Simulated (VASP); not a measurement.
Wanted: the native input for a VASP 6.6.1 run.

| Quantity | Value |
| --- | --- |
| Task | single point |
| Functional | RPBE |
| Potentials or basis | VASP PAW PBE potentials, release 64 (Si, O) |
| Cutoff | 520 eV |
| k mesh | 9 × 9 × 9 |
| Occupations | fermi-dirac, width 0.05 eV |
| Spin | no spin polarisation |
| Dipole correction | no |
| Further INCAR settings | ALGO = Normal; EDIFF = 1e-07; NBANDS = 12 |

The structure of SiO lies in POSCAR:

```
SiO
1.0
    2.8274640602      0.0000000000      0.0000000000
    0.0000000000      2.8274640602      0.0000000000
    0.0000000000      0.0000000000      2.8274640602
Si O
1 1
Direct
    0.0000000000      0.0000000000      0.0000000000
    0.5000000000      0.5000000000      0.5000000000
```

The input as run:

INCAR

```
SYSTEM = SiO
PREC = Accurate ; ENCUT = 520
EDIFF = 1E-7 ; ISMEAR = -1
SIGMA = 0.05 ; LREAL = .FALSE.
LASPH = .TRUE. ; NELM = 100
ALGO = Normal ; ISIF = 2
LWAVE = .FALSE. ; LCHARG = .FALSE.
GGA = RP ; NBANDS = 12
```

KPOINTS

```
regular mesh
0
G
  9 9 9
  0 0 0
```

Potentials or basis: VASP PAW PBE potentials, release 64 (Si, O).

Launch:

```sh
$ cat potpaw_PBE.64/Si/POTCAR potpaw_PBE.64/O/POTCAR > POTCAR
$ mpirun -np 1 vasp_std > vasp.out
```

Results of the run:

```yaml
Pressure: -0.2 GPa
Band_gap_on_the_k_mesh: zero (band 5 reaches 7.91 eV, above the bottom of band 6 at 7.40 eV)
```

Caveat: the PAW data sets were made with another functional, which shifts forces and pressure a little.

Run time: 9.2 s on 1 thread of AMD EPYC 9R45 (Zen 5), on a shared host, peak memory 0.1 GiB.
